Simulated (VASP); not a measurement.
Write the native input for VASP 6.6.1 that does the following.

- Task: single point
- Functional: PBEsol
- Potentials or basis: VASP PAW PBE potentials, release 64 (H, Cl)
- Cutoff: 520 eV
- k mesh: 16 × 16 × 16
- Occupations: gaussian, width 0.15 eV
- Spin: no spin polarisation
- Dipole correction: no
- Further INCAR settings: ALGO = Normal; EDIFF = 1e-07; NBANDS = 11

The structure of HCl lies in POSCAR:

```
HCl
1.0
    0.0000000000      2.8059375000      2.8743750000
    2.8059375000      0.0000000000      2.8743750000
    2.8059375000      2.8059375000      0.0000000000
H Cl
1 1
Direct
    0.0000000000      0.0000000000      0.0000000000
    0.5000000000      0.5000000000      0.5000000000
```

This cell differs from its parent crystal: strain +0.025 along x and y, +0.050 along z.

These files were run (other wordings do the same):

INCAR

```
PREC     = Accurate       # precision mode
ENCUT    = 520            # plane-wave cutoff, eV
EDIFF    = 1E-7           # SCF threshold, eV
ISMEAR   = 0              # smearing method
SIGMA    = 0.15           # smearing width, eV
LREAL    = F              # projectors in reciprocal space
LASPH    = T              # aspherical terms in the spheres
NELM     = 100            # most SCF steps
ALGO     = Normal         # electronic algorithm
ISIF     = 2              # what is computed and relaxed
LWAVE    = F              # write WAVECAR
LCHARG   = F              # write CHGCAR
GGA      = PS             # functional
NBANDS   = 11             # bands
```

KPOINTS

```
Automatic mesh
0
Gamma
  16 16 16
```

Potentials or basis: VASP PAW PBE potentials, release 64 (H, Cl).

Launch:

```bash
$ cat potpaw_PBE.64/H/POTCAR potpaw_PBE.64/Cl/POTCAR > POTCAR
$ mpirun -np 1 vasp_std > vasp.out
```

Results of the run:

```
Pressure               : -9.5 GPa
Band gap on the k mesh : zero (band 4 reaches -2.87 eV, above the bottom of band 5 at -2.88 eV)
```

Caveat: the cell differs from its parent crystal (strain +0.025 along x and y, +0.050 along z); the PAW data sets were made with another functional, which shifts forces and pressure a little.

It took 87 s on 1 thread of AMD EPYC 9R45 96-Core Processor (Zen 5), on a shared host, peak memory 0.25 GiB.
